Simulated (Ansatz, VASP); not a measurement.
Si2Ni: VASP beside Ansatz

```
Si Ni
1.0
     0.00000    2.72343    2.72343
     2.72343    0.00000    2.72343
     2.72343    2.72343    0.00000
Si Ni
2 1
Direct
  0.25000 0.25000 0.25000
  0.75000 0.75000 0.75000
  0.00000 0.00000 0.00000
```

Alike in both runs: task relaxation of cell and atoms; functional PBE; k mesh 16 × 16 × 16; occupations fermi-dirac, width 0.15 eV; no spin polarisation.

```csv
,VASP,Ansatz
version,VASP 6.6.1,Ansatz 0.2.0
potentials or method,"VASP PAW PBE potentials, release 64 (Si, Ni), cutoff 600 eV","scalar-relativistic, plane waves, PAW"
valence electrons in the cell,18,26
```

|  | VASP | Ansatz | Ansatz less VASP |
| --- | --- | --- | --- |
| gap on the k mesh at the Fermi level, each at its own relaxed structure (eV) | none | none | - |
| relaxed volume (Å³/atom) | 13.47 | 13.47 | +0.001 |
| relaxed length of the cell vector where the two differ most in proportion (Å) | 3.851 | 3.852 | 0.0000 |

A gap of «none» marks a metal or a gap that the smearing closes. VASP's potentials hold 18 valence electrons a cell and Ansatz's 26, so a difference there can come from the potentials and not from the codes.
